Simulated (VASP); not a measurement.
A run of VASP 6.6.1 is set up as follows.

The input INCAR:

```
SYSTEM = ZrC
  PREC = Accurate
  ENCUT = 520
  EDIFF = 1E-7
  ISMEAR = -1
  SIGMA = 0.05
  LREAL = .False.
  LASPH = .True.
  NELM = 60
  ALGO = Normal
  ISIF = 2
  LWAVE = .False.
  LCHARG = .True.
  GGA = PS
  LELF = .True.
  LVHAR = .True.
  NBANDS = 15
```

The input KPOINTS:

```
Automatic mesh
0
Gamma
  15 15 15
  0 0 0
```

File POSCAR:

```
ZrC
1.0
    0.0000000000      2.3344363032      2.3344363032
    2.3344363032      0.0000000000      2.3344363032
    2.3344363032      2.3344363032      0.0000000000
Zr C
1 1
Direct
    0.5000000000      0.5000000000      0.5000000000
    0.0000000000      0.0000000000      0.0000000000
```

Potentials or basis: VASP PAW PBE potentials, release 64 (Zr_sv, C).

Launch:

```console
$ cat potpaw_PBE.64/Zr_sv/POTCAR potpaw_PBE.64/C/POTCAR > POTCAR
$ mpirun -np 1 vasp_std > vasp.out
```

Task: Predict the band gap on the k mesh.

Result: Zero (band 8 reaches 10.68 eV, above the bottom of band 9 at 9.36 eV).

Task: What does it give for the pressure?

Result: 0.4 GPa.

Caveat: the PAW data sets were made with another functional, which shifts forces and pressure a little.
